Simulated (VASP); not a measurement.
# CdS (F-43m) in VASP: further runs

Aim: see how the results for CdS move with the level of theory and the settings. Levels: PBE, HSE06. Tasks: single point.

Program: VASP 6.6.1. These are calculated values, not measurements. Logs are shortened: lines on timing, memory, paths and dates and some standing lists are left out, and cuts for length are marked.

### 1 The cell of the first run

Symmetry: F-43m, No. 216, cubic system. The conventional cell has a = 5.878 Å, b = 5.878 Å, c = 5.878 Å, α = 90.00°, β = 90.00°, γ = 90.00°. Within 3.4 Å of Cd (site symmetry -43m) lie 4 S at 2.55 Å. S (site symmetry -43m) has 4 Cd at 2.55 Å within 3.4 Å.

### 2 Single point, PBE, non-collinear spin, zero start, spin-orbit coupling

INCAR reads:

```
SYSTEM = CdS
ALGO = Normal
EDIFF = 1E-6
ENCUT = 520
GGA = PE
GGA_COMPAT = .FALSE.
ISIF = 2
ISMEAR = -1
LASPH = .TRUE.
LCHARG = .TRUE.
LORBIT = 11
LORBMOM = .TRUE.
LREAL = .FALSE.
LSORBIT = .TRUE.
LVHAR = .TRUE.
LWAVE = .FALSE.
MAGMOM = 0 0 0 0 0 0
NBANDS = 30
NELM = 150
PREC = Accurate
SIGMA = 0.02
```

KPOINTS reads:

```
k-points
0
G
  4 4 4
  0 0 0
```

POSCAR reads:

```
CdS
1.0
    0.0000000000      2.9392148400      2.9392148400
    2.9392148400      0.0000000000      2.9392148400
    2.9392148400      2.9392148400      0.0000000000
Cd S
1 1
Direct
    0.0000000000      0.0000000000      0.0000000000
    0.2500000000      0.2500000000      0.2500000000
```

Potentials or basis: VASP PAW PBE potentials, release 64 (Cd, S).

Command:

```bash
$ cat potpaw_PBE.64/Cd/POTCAR potpaw_PBE.64/S/POTCAR > POTCAR
$ mpirun -np 1 vasp_ncl > vasp.out
```

OUTCAR:

```text
SYSTEM = CdS
   EDIFF = 1E-6
   ENCUT = 520
   GGA = PE
   ISIF = 2
   ISMEAR = -1
   LASPH = .TRUE.
   LORBIT = 11
   LREAL = .FALSE.
   LSORBIT = .TRUE.
   NELM = 150
   PREC = Accurate

 ion  position               nearest neighbor table
   1  0.000  0.000  0.000-   2 2.55   2 2.55   2 2.55   2 2.55
   2  0.250  0.250  0.250-   1 2.55   1 2.55   1 2.55   1 2.55

  LATTYP: Found a face centered cubic cell.
 ALAT       =     5.8784296800

  Lattice vectors:

 A1 = (   0.0000000000,   2.9392148400,   2.9392148400)
 A2 = (   2.9392148400,   0.0000000000,   2.9392148400)
 A3 = (   2.9392148400,   2.9392148400,   0.0000000000)

Analysis of symmetry for initial positions (statically):
=====================================================================
 Subroutine PRICEL returns:
 Original cell was already a primitive cell.

 Routine SETGRP: Setting up the symmetry group for a
 face centered cubic supercell.

 Subroutine GETGRP returns: Found 24 space group operations
 (whereof 24 operations were pure point group operations)
 out of a pool of 48 trial point group operations.

The static configuration has the point symmetry T_d .

Analysis of symmetry for dynamics (positions and initial velocities):
=====================================================================
 Subroutine PRICEL returns:
 Original cell was already a primitive cell.

 Routine SETGRP: Setting up the symmetry group for a
 face centered cubic supercell.

 Subroutine GETGRP returns: Found 24 space group operations
 (whereof 24 operations were pure point group operations)
 out of a pool of 48 trial point group operations.

The dynamic configuration has the point symmetry T_d .

Analysis of structural, dynamic, and magnetic symmetry:
=====================================================================
 Subroutine PRICEL returns:
 Original cell was already a primitive cell.

 Routine SETGRP: Setting up the symmetry group for a
 face centered cubic supercell.

 Subroutine GETGRP returns: Found 24 space group operations
 (whereof 24 operations were pure point group operations)
 out of a pool of 48 trial point group operations.

The overall configuration has the point symmetry T_d .

 Subroutine INISYM returns: Found 24 space group operations
 (whereof 24 operations are pure point group operations),
 and found     1 'primitive' translations

----------------------------------------------------------------------------------------

                                     Primitive cell

  volume of cell :      50.7837

  direct lattice vectors                    reciprocal lattice vectors
     0.000000000  2.939214840  2.939214840    -0.170113458  0.170113458  0.170113458
     2.939214840  0.000000000  2.939214840     0.170113458 -0.170113458  0.170113458
     2.939214840  2.939214840  0.000000000     0.170113458  0.170113458 -0.170113458

  length of vectors
     4.156677489  4.156677489  4.156677489     0.294645152  0.294645152  0.294645152

  position of ions in fractional coordinates (direct lattice)
     0.000000000  0.000000000  0.000000000
     0.250000000  0.250000000  0.250000000

  ion indices of the primitive-cell ions
   primitive index   ion index
                 1           1
                 2           2

----------------------------------------------------------------------------------------

 KPOINTS: k-points

Automatic generation of k-mesh.
 Grid dimensions read from file:
 generate k-points for:    4    4    4

 Generating k-lattice:

  Cartesian coordinates                     Fractional coordinates (reciprocal lattice)
    -0.042528364  0.042528364  0.042528364     0.250000000  0.000000000  0.000000000
     0.042528364 -0.042528364  0.042528364     0.000000000  0.250000000  0.000000000
[... 81 lines left out ...]

 number of electron      18.0000005 magnetization      -0.0000000      0.0000000      0.0000000

 number of electron      18.0000005 magnetization       0.0000000     -0.0000000     -0.0000000

 Free energy of the ion-electron system (eV)
  ---------------------------------------------------
  ext. energy  EPLUGINS =         0.00000000
  ---------------------------------------------------
  free energy    TOTEN  =        -6.13625225 eV

  energy without entropy =       -6.13625225  energy(sigma->0) =       -6.13625225

 E-fermi :   1.6044     XC(G=0):  -9.0327

 val. band max:        1.1551762369   @ k =   0.0000   0.0000   0.0000
 cond. band min:       2.2260369301   @ k =   0.0000   0.0000   0.0000
 fundamental gap:      1.0708606931
 Fermi energy:         1.6043779816

 k-point     1 :       0.0000    0.0000    0.0000
  band No.  band energies     occupation
      1     -11.0884      1.00000
      2     -11.0884      1.00000
      3      -6.7973      1.00000
      4      -6.7973      1.00000
      5      -6.7973      1.00000
      6      -6.7973      1.00000
[... 319 lines left out ...]
     29      14.2532      0.00000
     30      14.2943      0.00000

------------------------ aborting loop because EDIFF is reached ----------------------------------------

  FORCE on cell =-STRESS in cart. coord.  units (eV):
  Direction    XX          YY          ZZ          XY          YZ          ZX
  --------------------------------------------------------------------------------------
  -------------------------------------------------------------------------------------
  Total        0.5744730      0.5744730      0.5744730      0.0000000      0.0000000      0.0000000
  in kB       18.1240895     18.1240895     18.1240895      0.0000000      0.0000000      0.0000000
  external PRESSURE =      18.1240895 kB  Pullay stress =       0.0000000 kB

 VOLUME and BASIS-vectors are now :
 -----------------------------------------------------------------------------
  energy-cutoff  :      520.00
  volume of cell :       50.78
      direct lattice vectors                 reciprocal lattice vectors
     0.000000000  2.939214840  2.939214840    -0.170113458  0.170113458  0.170113458
     2.939214840  0.000000000  2.939214840     0.170113458 -0.170113458  0.170113458
     2.939214840  2.939214840  0.000000000     0.170113458  0.170113458 -0.170113458

 POSITION                                       TOTAL-FORCE (eV/Angst)
 -----------------------------------------------------------------------------------
      0.00000      0.00000      0.00000        -0.000000     -0.000000     -0.000000
      1.46961      1.46961      1.46961         0.000000      0.000000      0.000000
 -----------------------------------------------------------------------------------
    total drift:                                0.000000      0.000000      0.000000

  FREE ENERGIE OF THE ION-ELECTRON SYSTEM (eV)
  ---------------------------------------------------
  free  energy   TOTEN  =        -6.1362522479 eV

  energy  without entropy=       -6.1362522479  energy(sigma->0) =       -6.13625225

 orbital moment (x)

 # of ion     p       d       tot
 ----------------------------------------
  1        -0.000   0.000   0.000
  2        -0.000   0.000  -0.000
 ----------------------------------------
           -0.000   0.000   0.000

 orbital moment (y)

 # of ion     p       d       tot
 ----------------------------------------
  1        -0.000   0.000   0.000
  2        -0.000   0.000  -0.000
 ----------------------------------------
           -0.000   0.000   0.000

 orbital moment (z)

 # of ion     p       d       tot
 ----------------------------------------
  1         0.000  -0.000  -0.000
  2         0.000   0.000   0.000
 ----------------------------------------
            0.000  -0.000  -0.000

 Spin-Orbit-Coupling matrix elements

 Ion:    1  E_soc:     -0.0565126
 l=   1
     0.0000000    -0.0024263    -0.0024263
    -0.0024263     0.0000000    -0.0024263
    -0.0024263    -0.0024263     0.0000000
 l=   2
     0.0000000    -0.0014267     0.0000000    -0.0014267    -0.0055658
    -0.0014267     0.0000000    -0.0041743    -0.0014267    -0.0013914
     0.0000000    -0.0041743     0.0000000    -0.0041743     0.0000000
    -0.0014267    -0.0014267    -0.0041743     0.0000000    -0.0013914
    -0.0055658    -0.0013914     0.0000000    -0.0013914     0.0000000
 l=   3
     0.0000000     0.0000000     0.0000000     0.0000000     0.0000000     0.0000000     0.0000000
     0.0000000     0.0000000     0.0000000     0.0000000     0.0000000     0.0000000     0.0000000
     0.0000000     0.0000000     0.0000000     0.0000000     0.0000000     0.0000000     0.0000000
     0.0000000     0.0000000     0.0000000     0.0000000     0.0000000     0.0000000     0.0000000
     0.0000000     0.0000000     0.0000000     0.0000000     0.0000000     0.0000000     0.0000000
     0.0000000     0.0000000     0.0000000     0.0000000     0.0000000     0.0000000     0.0000000
     0.0000000     0.0000000     0.0000000     0.0000000     0.0000000     0.0000000     0.0000000

 Ion:    2  E_soc:     -0.0020875
 l=   1
     0.0000000    -0.0003479    -0.0003479
    -0.0003479     0.0000000    -0.0003479
    -0.0003479    -0.0003479     0.0000000
 l=   2
     0.0000000     0.0000000     0.0000000     0.0000000     0.0000000
     0.0000000     0.0000000     0.0000000     0.0000000     0.0000000
     0.0000000     0.0000000     0.0000000     0.0000000     0.0000000
     0.0000000     0.0000000     0.0000000     0.0000000     0.0000000
     0.0000000     0.0000000     0.0000000     0.0000000     0.0000000
 l=   3
     0.0000000     0.0000000     0.0000000     0.0000000     0.0000000     0.0000000     0.0000000
     0.0000000     0.0000000     0.0000000     0.0000000     0.0000000     0.0000000     0.0000000
     0.0000000     0.0000000     0.0000000     0.0000000     0.0000000     0.0000000     0.0000000
     0.0000000     0.0000000     0.0000000     0.0000000     0.0000000     0.0000000     0.0000000
     0.0000000     0.0000000     0.0000000     0.0000000     0.0000000     0.0000000     0.0000000
     0.0000000     0.0000000     0.0000000     0.0000000     0.0000000     0.0000000     0.0000000
     0.0000000     0.0000000     0.0000000     0.0000000     0.0000000     0.0000000     0.0000000

 total charge

# of ion       s       p       d       tot
------------------------------------------
    1        0.418   0.315   9.566  10.299
    2        1.320   2.401   0.000   3.721
--------------------------------------------------
tot          1.739   2.716   9.566  14.020

 magnetization (x)

# of ion       s       p       d       tot
------------------------------------------
    1        0.000  -0.000   0.000   0.000
    2       -0.000   0.000   0.000  -0.000
--------------------------------------------------
tot          0.000  -0.000   0.000   0.000

 magnetization (y)

# of ion       s       p       d       tot
------------------------------------------
    1        0.000   0.000   0.000   0.000
    2        0.000   0.000   0.000   0.000
--------------------------------------------------
tot          0.000   0.000   0.000   0.000

 magnetization (z)

# of ion       s       p       d       tot
------------------------------------------
    1        0.000  -0.000   0.000   0.000
    2        0.000   0.000   0.000   0.000
--------------------------------------------------
tot          0.000   0.000   0.000   0.000
```

It took 35 s on 1 thread of Intel Xeon Platinum 8259CL at 2.50GHz (Skylake/Cascade Lake), shared host; peak memory 0.31 GiB.

Results:

| Quantity | Value |
| --- | --- |
| Free energy | -6.1363 eV |
| Pressure | 1.8 GPa |
| Net moment | 0.00 μB per cell |
| Valence electrons inside the program's atomic spheres | Cd 10.30; S 3.72 |

Moments on the atoms (μB; x, y, z):
```
Cd  0.00 0.00 0.00
S   0.00 0.00 0.00
```

Caveat: the k points lie up to 0.46 Å⁻¹ apart; the structure was generated, so it needn't be the stable form of CdS.

### 3 Single point, HSE06

POSCAR is that of step 2.

INCAR.step1 reads:

```
SYSTEM = CdS
PREC = Accurate
ENCUT = 520
EDIFF = 1E-5
ISMEAR = 0
SIGMA = 0.01
LREAL = .FALSE.
LASPH = .TRUE.
NELM = 60
ALGO = Normal
ISIF = 2
LWAVE = .TRUE.
LCHARG = .FALSE.
NBANDS = 16
GGA = PE
```

INCAR.step2 reads:

```
SYSTEM = CdS
PREC = Accurate
ENCUT = 520
EDIFF = 1E-6
ISMEAR = 0
SIGMA = 0.01
LREAL = .FALSE.
LASPH = .TRUE.
NELM = 60
ALGO = Normal
ISIF = 2
LWAVE = .FALSE.
LCHARG = .FALSE.
GGA = PE
LHFCALC = .TRUE.
HFSCREEN = 0.2079
PRECFOCK = Normal
NBANDS = 16
ISTART = 1
```

KPOINTS reads:

```
Automatic mesh
0
G
  4 4 4
  0 0 0
```

Potentials or basis: VASP PAW PBE potentials, release 64 (Cd, S).

Command:

```bash
$ cat potpaw_PBE.64/Cd/POTCAR potpaw_PBE.64/S/POTCAR > POTCAR
$ cp INCAR.step1 INCAR
$ mpirun -np 1 vasp_std > vasp.out
$ cp INCAR.step2 INCAR
$ mpirun -np 1 vasp_std > vasp.out
```

It took 5.3 min on 1 thread of Intel Xeon Platinum 8259CL at 2.50GHz (Skylake/Cascade Lake), shared host; peak memory 0.28 GiB.

It converged, with:

| Property | Result |
| --- | --- |
| Free energy | -7.5970 eV |
| Pressure | 0.6 GPa |
| Band gap on the k mesh | 2.12 eV |

Levels at points of the mesh, in eV from the valence-band top:
| k point | band 5 | band 6 | band 7 | band 8 | band 9 | band 10 | band 11 | band 12 | band 13 | band 14 |
| --- | --- | --- | --- | --- | --- | --- | --- | --- | --- | --- |
| (0.00, 0.00, 0.00) | -8.34 | -8.34 | 0.00 | 0.00 | 0.00 | 2.12 | 7.70 | 7.70 | 7.70 | 12.63 |
| (0.50, 0.00, 0.00) | -8.30 | -7.94 | -4.54 | -0.77 | -0.77 | 4.07 | 8.14 | 8.14 | 8.61 | 12.23 |
| (0.50, 0.50, 0.00) | -8.26 | -7.86 | -4.11 | -1.93 | -1.93 | 4.48 | 5.44 | 10.44 | 12.13 | 12.13 |

Caveat: the k points lie up to 0.46 Å⁻¹ apart; the structure was generated, so it needn't be the stable form of CdS; the PAW data sets were made with another functional, which shifts forces and pressure a little.
